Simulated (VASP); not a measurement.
# AgCl (Fm-3m) in VASP: notebook

Aim: see how the results for AgCl move with the level of theory and the settings. Levels: PBEsol, PBE. Tasks: density of states, vibrations by perturbation theory.

All numbers are computed with VASP 6.6.1; they aren't measurements. Logs are shortened: lines on timing, memory, paths and dates and some standing lists are left out, and cuts for length are marked.

### Step 1. The cell of the first run

The structure is cubic, space group Fm-3m (No. 225). The conventional cell has a = 5.612 Å, b = 5.612 Å, c = 5.612 Å, α = 90.00°, β = 90.00°, γ = 90.00°. Within 3.7 Å of Ag (site symmetry m-3m) lie 6 Cl at 2.81 Å. Cl (site symmetry m-3m) has 6 Ag at 2.81 Å within 3.7 Å.

### Step 2. Density of states, PBEsol

File POSCAR:

```
AgCl
1.0
    0.0000000000      2.8059586988      2.8059586988
    2.8059586988      0.0000000000      2.8059586988
    2.8059586988      2.8059586988      0.0000000000
Ag Cl
1 1
Direct
    0.0000000000      0.0000000000      0.0000000000
    0.5000000000      0.5000000000      0.5000000000
```

File INCAR.step1:

```
SYSTEM = AgCl
ALGO = Normal
EDIFF = 1E-7
ENCUT = 520
GGA = PS
ISIF = 2
ISMEAR = 0
LASPH = .True.
LCHARG = .True.
LMAXMIX = 4
LREAL = .False.
LWAVE = .False.
NBANDS = 16
NELM = 60
PREC = Accurate
SIGMA = 0.02
```

File KPOINTS.step1:

```
k-points
0
Gamma
  8 8 8
  0 0 0
```

File INCAR.step2:

```
SYSTEM = AgCl
ALGO = Normal
EDIFF = 1E-7
ENCUT = 520
GGA = PS
ICHARG = 11
ISIF = 2
ISMEAR = -5
LASPH = .True.
LCHARG = .False.
LMAXMIX = 4
LORBIT = 10
LREAL = .False.
LWAVE = .False.
NBANDS = 16
NEDOS = 1001
NELM = 60
PREC = Accurate
SIGMA = 0.02
```

File KPOINTS.step2:

```
k-points
0
Gamma
  12 12 12
  0 0 0
```

Potentials or basis: VASP PAW PBE potentials, release 64 (Ag, Cl).

Started as:

```bash
$ cat potpaw_PBE.64/Ag/POTCAR potpaw_PBE.64/Cl/POTCAR > POTCAR
$ cp INCAR.step1 INCAR
$ cp KPOINTS.step1 KPOINTS
$ mpirun -np 1 vasp_std > vasp.out
$ cp INCAR.step2 INCAR
$ cp KPOINTS.step2 KPOINTS
$ mpirun -np 1 vasp_std > vasp.out
```

OUTCAR:

```text
SYSTEM = AgCl
   EDIFF = 1E-7
   ENCUT = 520
   GGA = PS
   ICHARG = 11
   ISIF = 2
   ISMEAR = -5
   LASPH = .True.
   LORBIT = 10
   LREAL = .False.
   NELM = 60
   PREC = Accurate

 ion  position               nearest neighbor table
   1  0.000  0.000  0.000-   2 2.81   2 2.81   2 2.81   2 2.81   2 2.81   2 2.81
   2  0.500  0.500  0.500-   1 2.81   1 2.81   1 2.81   1 2.81   1 2.81   1 2.81

  LATTYP: Found a face centered cubic cell.
 ALAT       =     5.6119173976

  Lattice vectors:

 A1 = (   0.0000000000,   2.8059586988,   2.8059586988)
 A2 = (   2.8059586988,   0.0000000000,   2.8059586988)
 A3 = (   2.8059586988,   2.8059586988,   0.0000000000)

Analysis of symmetry for initial positions (statically):
=====================================================================
 Subroutine PRICEL returns:
 Original cell was already a primitive cell.

 Routine SETGRP: Setting up the symmetry group for a
 face centered cubic supercell.

 Subroutine GETGRP returns: Found 48 space group operations
 (whereof 48 operations were pure point group operations)
 out of a pool of 48 trial point group operations.

The static configuration has the point symmetry O_h .

Analysis of symmetry for dynamics (positions and initial velocities):
=====================================================================
 Subroutine PRICEL returns:
 Original cell was already a primitive cell.

 Routine SETGRP: Setting up the symmetry group for a
 face centered cubic supercell.

 Subroutine GETGRP returns: Found 48 space group operations
 (whereof 48 operations were pure point group operations)
 out of a pool of 48 trial point group operations.

The dynamic configuration has the point symmetry O_h .

 Subroutine INISYM returns: Found 48 space group operations
 (whereof 48 operations are pure point group operations),
 and found     1 'primitive' translations

----------------------------------------------------------------------------------------

                                     Primitive cell

  volume of cell :      44.1849

  direct lattice vectors                    reciprocal lattice vectors
     0.000000000  2.805958699  2.805958699    -0.178192217  0.178192217  0.178192217
     2.805958699  0.000000000  2.805958699     0.178192217 -0.178192217  0.178192217
     2.805958699  2.805958699  0.000000000     0.178192217  0.178192217 -0.178192217

  length of vectors
     3.968224847  3.968224847  3.968224847     0.308637973  0.308637973  0.308637973

  position of ions in fractional coordinates (direct lattice)
     0.000000000  0.000000000  0.000000000
[... 84 lines left out ...]
   IBRION =     -1    ionic relax: 0-MD 1-quasi-New 2-CG
   NFREE  =      0    steps in history (QN), initial steepest desc. (CG)
   ISIF   =      2    stress and relaxation
   ISYM   =      2    0-nonsym 1-usesym 2-fastsym
   POTIM  = 0.5000    time-step for ionic-motion
   TEBEG  =    0.0;   TEEND  =   0.0 temperature during run
   PSTRESS=    0.0 pullay stress
   NELECT =      18.0000    total number of electrons
   NUPDOWN=      -1.0000    fix difference up-down
   EMIN   =  10.00;   EMAX   =-10.00  energy-range for DOS
   EFERMI =   0.00;   METHOD = LEGACY
   ISMEAR =    -5;   SIGMA  =   0.02  broadening in eV -4-tet -1-fermi 0-gaus
   EFERMI_NEDOS =   21; number of points for ismear=-14 and -15
   IALGO  =     38    algorithm
   IMIX   =      4    mixing-type and parameters
     AMIX     =   0.40;   BMIX     =  1.00
     AMIX_MAG =   1.60;   BMIX_MAG =  1.00
  volume/ion in A,a.u.               =      22.09       149.09
  Fermi-wavevector in a.u.,A,eV,Ry     =   1.213597  2.293365 20.038892  1.472817
  Thomas-Fermi vector in A             =   2.349044
   LORBIT       =     10    0 simple, 1 ext, 2 COOP (PROOUT), +10 PAW based schemes
   GGA     = PS    functional components
   LHFCALC =     F    Hartree Fock is set to
   AEXX    =    0.0000 exact exchange contribution
   IVDW    =     0    specifies the selected vdW correction
   LEPSILON=     F    determine dielectric tensor
   LRPA    =     F    only Hartree local field effects (RPA)
 non-spin polarized calculation
 Fermi weights with tetrahedron method with Bloechl corrections
  energy-cutoff  :      520.00
  volume of cell :       44.18
 maximum number of plane-waves:      1243
 NGX is ok and might be reduce to    30

 number of electron      17.9999995 magnetization

 Free energy of the ion-electron system (eV)
  ---------------------------------------------------
  ext. energy  EPLUGINS =         0.00000000
  ---------------------------------------------------
  free energy    TOTEN  =        -6.00923243 eV

  energy without entropy =       -6.00923243  energy(sigma->0) =       -6.00923243

 E-fermi :   3.2913     XC(G=0): -10.0318

 val. band max:        3.2740241467   @ k =   0.5000   0.0000   0.0000
 cond. band min:       4.0169305064   @ k =   0.0000   0.0000   0.0000
 fundamental gap:      0.7429063597
 Fermi energy:         3.2912717791

 k-point     1 :       0.0000    0.0000    0.0000
  band No.  band energies     occupation
      1     -11.6360      2.00000
      2       0.9384      2.00000
      3       0.9384      2.00000
      4       0.9384      2.00000
      5       0.9756      2.00000
      6       0.9756      2.00000
[... 433 lines left out ...]
      3      -0.6355      2.00000
      4      -0.6266      2.00000
      5       1.2463      2.00000
      6       1.2763      2.00000
[... 8 lines left out ...]
     15      16.4777      0.00000
     16      17.6265      0.00000

 [... further k-points ...]
[... 5 lines left out ...]
  --------------------------------------------------------------------------------------
  -------------------------------------------------------------------------------------
  Total       -1.1237731     -1.1237731     -1.1237731      0.0000000      0.0000000     -0.0000000
  in kB      -40.7488536    -40.7488536    -40.7488536      0.0000000      0.0000000     -0.0000000
  external PRESSURE =     -40.7488536 kB  Pullay stress =       0.0000000 kB

 VOLUME and BASIS-vectors are now :
 -----------------------------------------------------------------------------
  energy-cutoff  :      520.00
  volume of cell :       44.18
      direct lattice vectors                 reciprocal lattice vectors
     0.000000000  2.805958699  2.805958699    -0.178192217  0.178192217  0.178192217
     2.805958699  0.000000000  2.805958699     0.178192217 -0.178192217  0.178192217
     2.805958699  2.805958699  0.000000000     0.178192217  0.178192217 -0.178192217

 POSITION                                       TOTAL-FORCE (eV/Angst)
 -----------------------------------------------------------------------------------
      0.00000      0.00000      0.00000         0.000000     -0.000000     -0.000000
      2.80596      2.80596      2.80596        -0.000000      0.000000      0.000000
 -----------------------------------------------------------------------------------
    total drift:                               -0.000000      0.000000      0.000000

  FREE ENERGIE OF THE ION-ELECTRON SYSTEM (eV)
  ---------------------------------------------------
  free  energy   TOTEN  =        -6.0092324298 eV

  energy  without entropy=       -6.0092324298  energy(sigma->0) =       -6.00923243

 total charge

# of ion       s       p       d       tot
------------------------------------------
    1        0.193   0.131   9.359   9.683
    2        1.593   3.428   0.000   5.021
--------------------------------------------------
tot          1.786   3.559   9.359  14.704
```

Wall time 32 s (1 thread of Intel Xeon 6975P-C (Granite Rapids), shared host); peak memory 0.19 GiB.

What came out:

| Property | Result |
| --- | --- |
| Valence electrons inside the program's atomic spheres | Ag 9.68; Cl 5.02 |

Levels at points of the mesh, in eV from the valence-band top:
| k point | band 7 | band 8 | band 9 | band 10 | band 11 | band 12 |
| --- | --- | --- | --- | --- | --- | --- |
| (0.00, 0.00, 0.00) | -2.19 | -2.19 | -2.19 | 0.74 | 10.76 | 10.76 |
| (0.50, 0.00, 0.00) | -1.69 | 0.00 | 0.00 | 4.13 | 6.25 | 7.59 |
| (0.50, 0.50, 0.00) | -1.88 | -1.88 | -1.82 | 2.29 | 7.90 | 8.35 |

Caveat: the PAW data sets were made with another functional, which shifts forces and pressure a little.

### Step 3. Vibrations by perturbation theory, PBE

File INCAR:

```
SYSTEM = AgCl
  PREC = Accurate
  ENCUT = 520
  EDIFF = 1E-8
  ISMEAR = 0
  SIGMA = 0.01
  LREAL = .False.
  LASPH = .True.
  NELM = 100
  ALGO = Normal
  ISIF = 2
  LWAVE = .False.
  LCHARG = .True.
  GGA = PE
  NBANDS = 16
  IBRION = 8
  NSW = 1
  LEPSILON = .True.
```

File KPOINTS:

```
Automatic mesh
0
Gamma
  8 8 8
  0 0 0
```

POSCAR is that of step 2.

Potentials or basis: VASP PAW PBE potentials, release 64 (Ag, Cl).

Started as:

```bash
$ cat potpaw_PBE.64/Ag/POTCAR potpaw_PBE.64/Cl/POTCAR > POTCAR
$ mpirun -np 1 vasp_std > vasp.out
```

OUTCAR:

```text
SYSTEM = AgCl
   PREC = Accurate
   ENCUT = 520
   EDIFF = 1E-8
   ISMEAR = 0
   LREAL = .False.
   LASPH = .True.
   NELM = 100
   ISIF = 2
   GGA = PE
   IBRION = 8
   NSW = 1
   LEPSILON = .True.

 ion  position               nearest neighbor table
   1  0.000  0.000  0.000-   2 2.81   2 2.81   2 2.81   2 2.81   2 2.81   2 2.81
   2  0.500  0.500  0.500-   1 2.81   1 2.81   1 2.81   1 2.81   1 2.81   1 2.81

[... 787 lines left out ...]
      2.805959  2.805959  2.805959     0.000000   -0.867626    0.000000
[... 21 lines left out ...]
   6 f/i=    0.000445 THz     0.002796 2PiTHz    0.014846 cm-1     0.001841 meV
             X         Y         Z           dx          dy          dz
      0.000000  0.000000  0.000000     0.000000    0.000000    0.867626
      2.805959  2.805959  2.805959     0.000000    0.000000    0.497218

--------------------------------------------------------------------------------------------------------

 MACROSCOPIC STATIC DIELECTRIC TENSOR IONIC CONTRIBUTION
 ------------------------------------------------------
          10.884581     0.000000     0.000000
           0.000000    10.884581     0.000000
           0.000000     0.000000    10.884581
 ------------------------------------------------------

 ELASTIC MODULI CONTR FROM IONIC RELAXATION (kBar)
 Direction    XX          YY          ZZ          XY          YZ          ZX
 --------------------------------------------------------------------------------
 XX           0.0000      0.0000      0.0000      0.0000      0.0000      0.0000
 YY           0.0000      0.0000      0.0000      0.0000      0.0000      0.0000
 ZZ           0.0000      0.0000      0.0000      0.0000      0.0000      0.0000
 XY           0.0000      0.0000      0.0000      0.0000      0.0000      0.0000
 YZ           0.0000      0.0000      0.0000      0.0000      0.0000      0.0000
 ZX           0.0000      0.0000      0.0000      0.0000      0.0000      0.0000
 --------------------------------------------------------------------------------

 PIEZOELECTRIC TENSOR IONIC CONTR  for field in x, y, z        (C/m^2)
          XX          YY          ZZ          XY          YZ          ZX
  --------------------------------------------------------------------------------
  x     0.00000     0.00000     0.00000     0.00000     0.00000     0.00000
  y     0.00000     0.00000     0.00000     0.00000     0.00000     0.00000
  z     0.00000     0.00000     0.00000     0.00000     0.00000     0.00000
```

OSZICAR:

```text
N       E                     dE             d eps       ncg     rms          rms(c)
DAV:   1     0.992951163548E+02    0.99295E+02   -0.85645E+03   936   0.101E+03
DAV:   2    -0.194611657818E+01   -0.10124E+03   -0.93391E+02  1160   0.223E+02
DAV:   3    -0.556586641021E+01   -0.36197E+01   -0.36104E+01  1208   0.439E+01
[... 157 lines left out ...]
RMM:   7    -0.191177998609E+00   -0.78153E-05   -0.10870E-07  2991   0.136E-03    0.165E-04
RMM:   8    -0.191176402936E+00    0.15957E-05   -0.42521E-09  3242   0.231E-04    0.113E-04
RMM:   9    -0.191174982481E+00    0.14205E-05    0.26955E-09  3193   0.178E-04    0.680E-05
RMM:  10    -0.191174959485E+00    0.22996E-07    0.89789E-09  3271   0.497E-05    0.163E-05
RMM:  11    -0.191175050549E+00   -0.91064E-07   -0.10289E-07  3223   0.250E-05    0.115E-06
RMM:  12    -0.191175057693E+00   -0.71441E-08   -0.51932E-08  2948   0.170E-05    0.167E-06
 Linear response finished
```

It took 3.6 min on 1 thread of Intel Xeon 6975P-C (Granite Rapids), shared host; peak memory 0.26 GiB.

Results:

```yaml
Electronic_dielectric_tensor_diagonal: 4.94
Born_charges_mean_of_the_diagonal: Ag +1.45; Cl -1.45 e
Highest_phonon_frequency_at_Γ_LO-TO_splitting_left_out: 90 cm⁻¹
```

Phonon frequencies in cm⁻¹ (negative: imaginary):
| q point | frequencies |
| --- | --- |
| (0.000, 0.000, 0.000) | 0 0 0 90 90 90 |

Electronic dielectric tensor:
```
4.94 0.00 0.00
0.00 4.94 0.00
0.00 0.00 4.94
```

Born effective charge tensors (e):
atom 1, Ag
```
1.45 0.00 0.00
0.00 1.45 0.00
0.00 0.00 1.45
```
atom 2, Cl
```
-1.45  0.00  0.00
 0.00 -1.45  0.00
 0.00  0.00 -1.45
```
